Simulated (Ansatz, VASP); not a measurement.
**One calculation of Te2Mo, two programs**

```
CELL_PARAMETERS angstrom
3.59581 0.00000 0.00000
-1.79790 3.11406 0.00000
0.00000 0.00000 18.05222
ATOMIC_POSITIONS crystal
Te 0.33333 0.66667 0.89976
Te 0.33333 0.66667 0.10024
Mo 0.00000 0.00000 0.00000
```

Change from the starting cell: equal strain along all axes, cell held, atoms relaxed: +3.0 %.

Alike in both runs: task relaxation of the atoms; functional PBEsol; k mesh 12 × 12 × 2; occupations gaussian, width 0.02 eV; no spin polarisation.

|  | VASP | Ansatz |
| --- | --- | --- |
| version | VASP 6.6.1 | Ansatz 0.2.0 |
| potentials or method | VASP PAW PBE potentials, release 64 (Te, Mo_sv), cutoff 520 eV | scalar-relativistic, plane waves, PAW |
| valence electrons in the cell | 26 | 46 |

|  | VASP | Ansatz | Ansatz less VASP |
| --- | --- | --- | --- |
| gap on the k mesh at the Fermi level, each at its own relaxed structure (eV) | 0.96 | 0.96 | -0.002 |

VASP's potentials were made for PBE, not for PBEsol. VASP's potentials hold 26 valence electrons a cell and Ansatz's 46, so a difference there can come from the potentials and not from the codes. Ansatz's warnings: stress scf threshold loose.

Neither program's run includes spin-orbit coupling.
